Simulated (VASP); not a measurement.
# SiS2 (Ibam) in VASP: further runs

The runs below take SiS2 through single point, with r2SCAN.

Program: VASP 6.6.1. These are calculated values, not measurements. Logs are shortened: lines on timing, memory, paths and dates and some standing lists are left out, and cuts for length are marked.

## Step 1: The cell of the first run

It takes space group Ibam (No. 72, orthorhombic). Conventional cell: a = 5.487 Å, b = 9.636 Å, c = 5.523 Å, α = 90.00°, β = 90.00°, γ = 90.00°. Si (site symmetry 222) has 4 S at 2.13 Å and 2 Si at 2.76 Å within 2.8 Å. Within 2.8 Å of S (site symmetry m) lie 2 Si at 2.13 Å.

## Step 2: Single point, r2SCAN

File POSCAR:

```
SiS2
1.0
   -2.7433908125      4.8180676592      2.7616510799
    2.7433908125     -4.8180676592      2.7616510799
    2.7433908125      4.8180676592     -2.7616510799
Si S
2 4
Direct
    0.7500000000      0.7500000000      0.0000000000
    0.2500000000      0.2500000000      0.0000000000
    0.1177775565      0.2122162993      0.3299938558
    0.8822224435      0.7877837007      0.6700061442
    0.6177775565      0.2877837007      0.9055612572
    0.3822224435      0.7122162993      0.0944387428
```

File INCAR.step1:

```
PREC = Accurate
ENCUT = 550
ISMEAR = 0
SIGMA = 0.01
LREAL = False
LASPH = True
NELM = 120
NBANDS = 25
GGA = PE
ALGO = Normal
EDIFF = 1E-5
LWAVE = True
LCHARG = False
GGA_COMPAT = False
```

File INCAR.step2:

```
PREC = Accurate
ENCUT = 550
EDIFF = 1E-6
ISMEAR = 0
SIGMA = 0.01
LREAL = False
LASPH = True
NELM = 120
ALGO = Normal
ISIF = 2
LWAVE = False
LCHARG = False
METAGGA = R2SCAN
LMIXTAU = True
NBANDS = 25
ISTART = 1
GGA_COMPAT = False
```

File KPOINTS:

```
Automatic mesh
0
Gamma
  6 6 6
```

Potentials or basis: VASP PAW PBE potentials, release 64 (Si, S).

Command:

```bash
$ cat potpaw_PBE.64/Si/POTCAR potpaw_PBE.64/S/POTCAR > POTCAR
$ cp INCAR.step1 INCAR
$ mpirun -np 1 vasp_std > vasp.out
$ cp INCAR.step2 INCAR
$ mpirun -np 1 vasp_std > vasp.out
```

OUTCAR:

```text
PREC = Accurate
   ENCUT = 550
   EDIFF = 1E-6
   ISMEAR = 0
   LREAL = False
   LASPH = True
   NELM = 120
   ISIF = 2
   METAGGA = R2SCAN
   ISTART = 1

 ion  position               nearest neighbor table
   1  0.750  0.750  0.000-   4 2.13   3 2.13   5 2.13   6 2.13   2 2.76   2 2.76
   2  0.250  0.250  0.000-   3 2.13   4 2.13   5 2.13   6 2.13   1 2.76   1 2.76
   3  0.118  0.212  0.330-   2 2.13   1 2.13
   4  0.882  0.788  0.670-   1 2.13   2 2.13
   5  0.618  0.288  0.906-   1 2.13   2 2.13
   6  0.382  0.712  0.094-   1 2.13   2 2.13

  LATTYP: Found a body centered orthorhombic cell.
 ALAT       =     5.4867816250
 B/A-ratio  =     1.0066560941
 C/A-ratio  =     1.7562454599

  Lattice vectors:

 A1 = (  -2.7433908125,   4.8180676592,  -2.7616510799)
 A2 = (   2.7433908125,   4.8180676592,   2.7616510799)
 A3 = (   2.7433908125,  -4.8180676592,  -2.7616510799)

Analysis of symmetry for initial positions (statically):
=====================================================================
 Subroutine PRICEL returns:
 Original cell was already a primitive cell.

 Routine SETGRP: Setting up the symmetry group for a
 body centered orthorhombic supercell.

 Subroutine GETGRP returns: Found  8 space group operations
 (whereof  4 operations were pure point group operations)
 out of a pool of  8 trial point group operations.

The static configuration has the point symmetry C_2h.
 The point group associated with its full space group is D_2h.

Analysis of symmetry for dynamics (positions and initial velocities):
=====================================================================
 Subroutine PRICEL returns:
 Original cell was already a primitive cell.

 Routine SETGRP: Setting up the symmetry group for a
 body centered orthorhombic supercell.

 Subroutine GETGRP returns: Found  8 space group operations
 (whereof  4 operations were pure point group operations)
 out of a pool of  8 trial point group operations.

The dynamic configuration has the point symmetry C_2h.
 The point group associated with its full space group is D_2h.

 Subroutine INISYM returns: Found  8 space group operations
 (whereof  4 operations are pure point group operations),
 and found     1 'primitive' translations

----------------------------------------------------------------------------------------

                                     Primitive cell

  volume of cell :     146.0123

  direct lattice vectors                    reciprocal lattice vectors
    -2.743390812  4.818067659  2.761651080     0.000000000  0.103776044  0.181051112
     2.743390812 -4.818067659  2.761651080     0.182256206  0.000000000  0.181051112
     2.743390812  4.818067659 -2.761651080     0.182256206  0.103776044  0.000000000

  length of vectors
     6.194084743  6.194084743  6.194084743     0.208683906  0.256898481  0.209730283

  position of ions in fractional coordinates (direct lattice)
     0.750000000  0.750000000  0.000000000
     0.250000000  0.250000000  0.000000000
     0.117777557  0.212216299  0.329993856
     0.882222443  0.787783701  0.670006144
     0.617777557  0.287783701  0.905561257
     0.382222443  0.712216299  0.094438743

  ion indices of the primitive-cell ions
   primitive index   ion index
                 1           1
                 2           2
                 3           3
                 4           4
                 5           5
                 6           6

----------------------------------------------------------------------------------------

 KPOINTS: Automatic mesh

Automatic generation of k-mesh.
 Grid dimensions read from file:
 generate k-points for:    6    6    6

 Generating k-lattice:

  Cartesian coordinates                     Fractional coordinates (reciprocal lattice)
     0.000000000  0.017296007  0.030175185     0.166666667  0.000000000  0.000000000
     0.030376034  0.000000000  0.030175185     0.000000000  0.166666667 -0.000000000
     0.030376034  0.017296007  0.000000000     0.000000000 -0.000000000  0.166666667

  Length of vectors
     0.034780651  0.042816414  0.034955047

  Shift w.r.t. Gamma in fractional coordinates (k-lattice)
     0.000000000  0.000000000  0.000000000

 Subroutine IBZKPT returns following result:
 ===========================================

 Found     46 irreducible k-points:

 Following reciprocal coordinates:
            Coordinates               Weight
  0.000000  0.000000  0.000000      1.000000
  0.166667  0.000000 -0.000000      4.000000
  0.333333  0.000000  0.000000      4.000000
  0.500000  0.000000 -0.000000      2.000000
  0.000000  0.166667  0.000000      4.000000
  0.166667  0.166667 -0.000000      8.000000
[... 16 lines left out ...]
 -0.166667  0.166667  0.166667      2.000000
  0.166667  0.333333  0.166667      4.000000
 [... further k-points ...]
   k-points           NKPTS =     46   k-points in BZ     NKDIM =     46   number of bands    NBANDS=     25
   number of dos      NEDOS =    301   number of ions     NIONS =      6
   total plane-waves  NPLWV = 110592
   dimension x,y,z NGX =    48 NGY =   48 NGZ =   48
   dimension x,y,z NGXF=    96 NGYF=   96 NGZF=   96
   ions per type =               2   4
   NGX,Y,Z   is equivalent  to a cutoff of  12.88, 12.88, 12.88 a.u.
   NGXF,Y,Z  is equivalent  to a cutoff of  25.77, 25.77, 25.77 a.u.
 SYSTEM =  unknown system
   PREC   = accura    normal or accurate (medium, high low for compatibility)
   ISTART =      1    job   : 0-new  1-cont  2-samecut
   ICHARG =      0    charge: 1-file 2-atom 10-const
   ISPIN  =      1    spin polarized calculation?
   LNONCOLLINEAR =      F non collinear calculations
   LSORBIT =      F    spin-orbit coupling
   LASPH  =      T    aspherical Exc in radial PAW
   ENCUT  =  550.0 eV  40.42 Ry    6.36 a.u.  11.84 11.84 11.84*2*pi/ulx,y,z
   NELM   =    120;   NELMIN=  2; NELMDL=  0     # of ELM steps
   EDIFF  = 0.1E-05   stopping-criterion for ELM
   LREAL  =      F    real-space projection
   EDIFFG = 0.1E-04   stopping-criterion for IOM
   NSW    =      0    number of steps for IOM
   IBRION =     -1    ionic relax: 0-MD 1-quasi-New 2-CG
   NFREE  =      0    steps in history (QN), initial steepest desc. (CG)
   ISIF   =      2    stress and relaxation
   ISYM   =      2    0-nonsym 1-usesym 2-fastsym
   POTIM  = 0.5000    time-step for ionic-motion
   TEBEG  =    0.0;   TEEND  =   0.0 temperature during run
   PSTRESS=    0.0 pullay stress
   NELECT =      32.0000    total number of electrons
   NUPDOWN=      -1.0000    fix difference up-down
   EMIN   =  10.00;   EMAX   =-10.00  energy-range for DOS
   EFERMI =   0.00;   METHOD = LEGACY
   ISMEAR =     0;   SIGMA  =   0.01  broadening in eV -4-tet -1-fermi 0-gaus
   EFERMI_NEDOS =   21; number of points for ismear=-14 and -15
   IALGO  =     38    algorithm
   IMIX   =      4    mixing-type and parameters
     AMIX     =   0.40;   BMIX     =  1.00
     AMIX_MAG =   1.60;   BMIX_MAG =  1.00
  volume/ion in A,a.u.               =      24.34       164.22
  Fermi-wavevector in a.u.,A,eV,Ry     =   0.987025  1.865208 13.255058  0.974219
  Thomas-Fermi vector in A             =   2.118449
   LORBIT       =      0    0 simple, 1 ext, 2 COOP (PROOUT), +10 PAW based schemes
   METAGGA = R2SCAN    functional components
   LHFCALC =     F    Hartree Fock is set to
   AEXX    =    0.0000 exact exchange contribution
   IVDW    =     0    specifies the selected vdW correction
   LEPSILON=     F    determine dielectric tensor
   LRPA    =     F    only Hartree local field effects (RPA)
 non-spin polarized calculation
 Gauss-broadening in eV      SIGMA  =   0.01
  energy-cutoff  :      550.00
  volume of cell :      146.01
 maximum number of plane-waves:      4320
   NGX = 23   NGY = 23   NGZ = 23

 number of electron      32.0000001 magnetization

 Free energy of the ion-electron system (eV)
  ---------------------------------------------------
  ext. energy  EPLUGINS =         0.00000000
  ---------------------------------------------------
  free energy    TOTEN  =       -54.14937457 eV

  energy without entropy =      -54.14937457  energy(sigma->0) =      -54.14937457

 E-fermi :   2.0935     XC(G=0):  -8.7637

 val. band max:        1.9977239741   @ k =  -0.3333   0.3333   0.1667
 cond. band min:       5.1897613041   @ k =   0.5000   0.5000   0.5000
 fundamental gap:      3.1920373300
 Fermi energy:         2.0935407537

 k-point     1 :       0.0000    0.0000    0.0000
  band No.  band energies     occupation
      1     -13.3244      2.00000
      2     -11.1130      2.00000
      3     -10.5152      2.00000
      4     -10.3718      2.00000
      5      -5.7778      2.00000
      6      -4.1880      2.00000
[... 17 lines left out ...]
     24       9.4555      0.00000
     25       9.9027      0.00000

 k-point     2 :       0.1667    0.0000   -0.0000
  band No.  band energies     occupation
      1     -13.2134      2.00000
      2     -11.3244      2.00000
      3     -10.5247      2.00000
      4     -10.4009      2.00000
      5      -5.5212      2.00000
      6      -4.1271      2.00000
[... 17 lines left out ...]
     24       9.1725      0.00000
     25       9.4805      0.00000

 k-point     3 :       0.3333    0.0000    0.0000
  band No.  band energies     occupation
      1     -12.8926      2.00000
      2     -11.8284      2.00000
      3     -10.5361      2.00000
      4     -10.4650      2.00000
      5      -4.8983      2.00000
      6      -4.0723      2.00000
[... 552 lines left out ...]
 k-point    23 :      -0.1667    0.1667    0.1667
  band No.  band energies     occupation
      1     -13.2355      2.00000
      2     -11.1182      2.00000
      3     -10.6306      2.00000
      4     -10.4600      2.00000
      5      -5.7709      2.00000
      6      -3.9192      2.00000
[... 17 lines left out ...]
     24       9.6191      0.00000
     25       9.6636      0.00000

 k-point    24 :       0.1667    0.3333    0.1667
  band No.  band energies     occupation
      1     -12.3467      2.00000
      2     -12.3467      2.00000
      3     -10.5956      2.00000
      4     -10.5956      2.00000
      5      -4.3840      2.00000
      6      -4.3840      2.00000
[... 17 lines left out ...]
     24       8.7629      0.00000
     25      10.7674      0.00000

 [... further k-points ...]

------------------------ aborting loop because EDIFF is reached ----------------------------------------

  FORCE on cell =-STRESS in cart. coord.  units (eV):
  Direction    XX          YY          ZZ          XY          YZ          ZX
  --------------------------------------------------------------------------------------
  -------------------------------------------------------------------------------------
  Total        0.3544277      0.3492484      0.1631543      0.0000000      0.0000000      0.0000000
  in kB        3.8890976      3.8322662      1.7902748      0.0000000      0.0000000      0.0000000
  external PRESSURE =       3.1705462 kB  Pullay stress =       0.0000000 kB

 VOLUME and BASIS-vectors are now :
 -----------------------------------------------------------------------------
  energy-cutoff  :      550.00
  volume of cell :      146.01
      direct lattice vectors                 reciprocal lattice vectors
    -2.743390812  4.818067659  2.761651080     0.000000000  0.103776044  0.181051112
     2.743390812 -4.818067659  2.761651080     0.182256206  0.000000000  0.181051112
     2.743390812  4.818067659 -2.761651080     0.182256206  0.103776044  0.000000000

 POSITION                                       TOTAL-FORCE (eV/Angst)
 -----------------------------------------------------------------------------------
      0.00000      0.00000      4.14248        -0.000000     -0.000000      0.000000
      0.00000      0.00000      1.38083        -0.000000     -0.000000      0.000000
      1.16438      1.13492      0.00000        -0.085140     -0.078756      0.000000
      1.57901      3.68315      2.76165         0.085140      0.078756     -0.000000
      1.57901      5.95299      0.00000         0.085140     -0.078756      0.000000
      1.16438     -1.13492      2.76165        -0.085140      0.078756      0.000000
 -----------------------------------------------------------------------------------
    total drift:                               -0.000000     -0.000000     -0.000000

  FREE ENERGIE OF THE ION-ELECTRON SYSTEM (eV)
  ---------------------------------------------------
  free  energy   TOTEN  =       -54.1493745746 eV

  energy  without entropy=      -54.1493745746  energy(sigma->0) =      -54.14937457
```

Run time: 20 min. Hardware: 1 thread of Intel Xeon 8259CL, shared host; peak memory 0.44 GiB.

What came out:

```yaml
Free_energy: -54.1494 eV
Pressure: 0.3 GPa
Largest_force: 0.116 eV/Å
Band_gap_on_the_k_mesh: 3.19 eV (least direct gap 3.49 eV)
```

Forces in eV/Å, atoms in the order of the input:
```
Si   0.000  0.000  0.000
Si   0.000  0.000  0.000
S   -0.085 -0.079  0.000
S    0.085  0.079  0.000
S    0.085 -0.079  0.000
S   -0.085  0.079  0.000
```

Stress tensor (GPa, compression positive):
```
0.39 0.00 0.00
0.00 0.38 0.00
0.00 0.00 0.18
```

Caveat: the PAW data sets were made with another functional, which shifts forces and pressure a little.

## Step 3: Single point, r2SCAN (biaxial xy strain +4.0%)

File POSCAR:

```
SiS2
1.0
   -2.8539494622      5.0122357858      2.7616510799
    2.8539494622     -5.0122357858      2.7616510799
    2.8539494622      5.0122357858     -2.7616510799
Si S
2 4
Direct
    0.7500000000      0.7500000000      0.0000000000
    0.2500000000      0.2500000000      0.0000000000
    0.1140721468      0.2029217956      0.3169939424
    0.8859278532      0.7970782044      0.6830060576
    0.6140721468      0.2970782044      0.9111503513
    0.3859278532      0.7029217956      0.0888496487
```

File INCAR.step1:

```
PREC = Accurate ; ENCUT = 550
ISMEAR = 0 ; SIGMA = 0.01
LREAL = F ; LASPH = T
NELM = 120 ; NBANDS = 25
GGA = PE ; ALGO = Normal
EDIFF = 1E-5 ; LWAVE = T
LCHARG = F ; GGA_COMPAT = F
```

File INCAR.step2:

```
PREC = Accurate ; ENCUT = 550
EDIFF = 1E-6 ; ISMEAR = 0
SIGMA = 0.01 ; LREAL = F
LASPH = T ; NELM = 120
ALGO = Normal ; ISIF = 2
LWAVE = F ; LCHARG = T
METAGGA = R2SCAN ; LMIXTAU = T
LELF = T ; LVHAR = T
NBANDS = 25 ; ISTART = 1
GGA_COMPAT = F
```

File KPOINTS:

```
regular mesh
0
Gamma
  6 6 6
```

Potentials or basis: VASP PAW PBE potentials, release 64 (Si, S).

Command:

```bash
$ cat potpaw_PBE.64/Si/POTCAR potpaw_PBE.64/S/POTCAR > POTCAR
$ cp INCAR.step1 INCAR
$ mpirun -np 1 vasp_std > vasp.out
$ cp INCAR.step2 INCAR
$ mpirun -np 1 vasp_std > vasp.out
```

It took 25 min on 1 thread of Intel Xeon 8259CL, shared host; peak memory 0.46 GiB.

It converged, with:

```yaml
Free_energy: -54.1764 eV
Pressure: -0.2 GPa
Largest_force: 0.108 eV/Å
Band_gap_on_the_k_mesh: 3.36 eV (least direct gap 3.62 eV)
```

Forces in eV/Å, atoms in the order of the input:
```
Si   0.000  0.000  0.000
Si   0.000  0.000  0.000
S   -0.077 -0.075  0.000
S    0.077  0.075  0.000
S    0.077 -0.075  0.000
S   -0.077  0.075  0.000
```

Stress tensor (GPa, compression positive):
```
-0.33  0.00  0.00
 0.00 -0.36  0.00
 0.00  0.00  0.08
```

Levels at points of the mesh, in eV from the valence-band top:
```csv
k point,band 12,band 13,band 14,band 15,band 16,band 17,band 18,band 19,band 20,band 21
"(0.00, 0.00, 0.00)",-1.97,-1.66,-0.92,-0.86,-0.39,4.11,4.50,4.61,5.85,6.40
"(0.50, 0.00, 0.00)",-2.04,-1.21,-1.21,-0.72,-0.72,3.88,3.88,5.53,5.53,6.38
"(0.00, 0.50, 0.00)",-2.04,-0.93,-0.93,-0.70,-0.70,3.84,3.84,5.24,5.24,6.21
"(0.50, 0.50, 0.00)",-2.11,-1.88,-1.40,-1.12,-0.01,4.48,5.10,5.37,5.41,5.96
"(0.50, 0.50, 0.50)",-2.17,-2.00,-1.91,-1.40,-0.20,3.42,4.49,4.78,5.40,5.62
```

Caveat: the cell differs from its parent crystal (biaxial xy strain +4.0%); the PAW data sets were made with another functional, which shifts forces and pressure a little.
